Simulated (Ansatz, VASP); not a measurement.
Two plane-wave programs on In8O11

```
CELL_PARAMETERS angstrom
5.48700 3.16792 9.67333
-2.74350 1.58396 4.83667
0.00000 -3.16792 4.83667
ATOMIC_POSITIONS crystal
In 0.18350 0.34874 0.35460
In 0.06960 0.14347 0.13705
In 0.32271 0.63504 0.64297
In 0.42886 0.85700 0.86492
In 0.67609 0.35641 0.35723
In 0.57412 0.14805 0.14258
In 0.82395 0.64056 0.64388
In 0.93016 0.85417 0.85509
O 0.27002 0.94018 0.24660
O 0.12429 0.54329 0.95147
O 0.22850 0.05174 0.75051
O 0.52674 0.75107 0.45723
O 0.37478 0.45599 0.03877
O 0.77876 0.94305 0.25108
O 0.47797 0.24498 0.55738
O 0.62176 0.54966 0.94918
O 0.72810 0.04517 0.74036
O 0.02177 0.74871 0.45754
O 0.87916 0.44831 0.04429
```

Alike in both runs: task single point; functional PBE; k mesh 1 × 1 × 1; no spin polarisation.

```csv
,VASP,Ansatz
version,VASP 6.6.1,Ansatz development build ahead of 0.2.0
potentials or method,"VASP PAW PBE potentials, release 64 (In_d, O)","PAW (an earlier, plane waves, scalar-relativistic"
plane-wave cutoff (eV),520,930
occupations,"gaussian, width 0.01 eV",fixed
```

Ansatz gave:

```
gap on the k mesh at the Fermi level (eV) : 3.10
least direct gap on the mesh (eV)         : 3.10
```

Which values does VASP return?

gap on the k mesh at the Fermi level (eV): 3.09; least direct gap on the mesh (eV): 3.09.

The k mesh is coarse, so the values compare programs but aren't converged.
